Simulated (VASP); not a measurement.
## Rh: single point with PBE

Crystal: Rh.

```
CELL_PARAMETERS angstrom
4.66348 0.00000 0.00000
0.00000 4.66348 0.00000
0.00000 0.00000 4.66348
ATOMIC_POSITIONS crystal
Rh 0.00000 0.50000 0.25000
Rh 0.00000 0.50000 0.75000
Rh 0.25000 0.00000 0.50000
Rh 0.50000 0.25000 0.00000
Rh 0.50000 0.75000 0.00000
Rh 0.75000 0.00000 0.50000
```

```
Program                : VASP 6.6.1
Task                   : single point
Functional             : PBE
Potentials or basis    : VASP PAW PBE potentials, release 64 (Rh_pv)
Cutoff                 : 520 eV
k mesh                 : 4 × 4 × 4
Occupations            : gaussian, width 0.1 eV
Spin                   : no spin polarisation
Dipole correction      : no
Further INCAR settings : ALGO = Normal; EDIFF = 1e-06; NBANDS = 54
```

```
Pressure               : 0.2 GPa
Band gap on the k mesh : zero (band 45 reaches 9.03 eV, above the bottom of band 46 at 8.22 eV)
```

Levels at points of the mesh, in eV from the Fermi level:
```
           k point  band 42  band 43  band 44  band 45  band 46  band 47  band 48  band 49
(0.00, 0.00, 0.00)     0.16     0.16     0.32     0.32     0.32     0.36     0.36     0.36
(0.50, 0.00, 0.00)    -0.58    -0.48    -0.48     0.27     0.27     0.73     0.73     1.24
(0.50, 0.50, 0.00)    -1.09    -0.86    -0.52    -0.49    -0.49     0.22     0.32     0.32
(0.50, 0.50, 0.50)    -2.30    -0.43    -0.43    -0.43    -0.43    -0.43    -0.43     2.33
```

Wall time 63 s on 1 thread of AMD EPYC 7R13 Processor (Zen 3) (shared host), peak memory 0.17 GiB.
